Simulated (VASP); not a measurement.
Write the native input for VASP 6.6.1 that does the following.

| Item | Value |
| --- | --- |
| Task | single point |
| Functional | BLYP |
| Potentials or basis | VASP PAW PBE potentials, release 64 (Sr_sv) |
| Cutoff | 520 eV |
| k mesh | 5 × 5 × 5 |
| Occupations | fermi-dirac, width 0.1 eV |
| Spin | no spin polarisation |
| Dipole correction | no |
| Further INCAR settings | ALGO = Normal; EDIFF = 1e-06; NBANDS = 50 |

The structure of Sr lies in POSCAR:

```
Sr
1.0
    7.7032640044      0.0000000000      0.0000000000
    0.0000000000      7.7032640044      0.0000000000
    0.0000000000      0.0000000000      7.7032640044
Sr
8
Direct
    0.0000000000      0.0000000000      1.0000000000
    0.5000000000      0.5000000000      0.5000000000
    0.2500000000      0.0000000000      0.5000000000
    0.7500000000      1.0000000000      0.5000000000
    0.5000000000      0.2500000000      1.0000000000
    0.5000000000      0.7500000000      1.0000000000
    0.0000000000      0.5000000000      0.2500000000
    0.0000000000      0.5000000000      0.7500000000
```

The input as run:

INCAR

```
SYSTEM = Sr
PREC = Accurate
ENCUT = 520
EDIFF = 1E-6
ISMEAR = -1
SIGMA = 0.1
LREAL = .FALSE.
LASPH = .TRUE.
NELM = 100
ALGO = Normal
ISIF = 2
LWAVE = .FALSE.
LCHARG = .FALSE.
GGA = B5
ALDAX = 1.0
AGGAX = 1.0
AGGAC = 1.0
ALDAC = 0.0
NBANDS = 50
```

KPOINTS

```
regular mesh
0
G
  5 5 5
  0 0 0
```

Potentials or basis: VASP PAW PBE potentials, release 64 (Sr_sv).

Run with:

```console
$ cat potpaw_PBE.64/Sr_sv/POTCAR > POTCAR
$ mpirun -np 1 vasp_std > vasp.out
```

Results of the run:

```
Pressure               : 0.0 GPa
Band gap on the k mesh : zero (band 40 reaches 2.15 eV, above the bottom of band 41 at 1.86 eV)
```

Caveat: the PAW data sets were made with another functional, which shifts forces and pressure a little.

Run time: 4.3 min on 1 thread of Intel(R) Xeon(R) Platinum 8375C CPU @ 2.90GHz (Ice Lake) (shared host), peak memory 0.55 GiB.
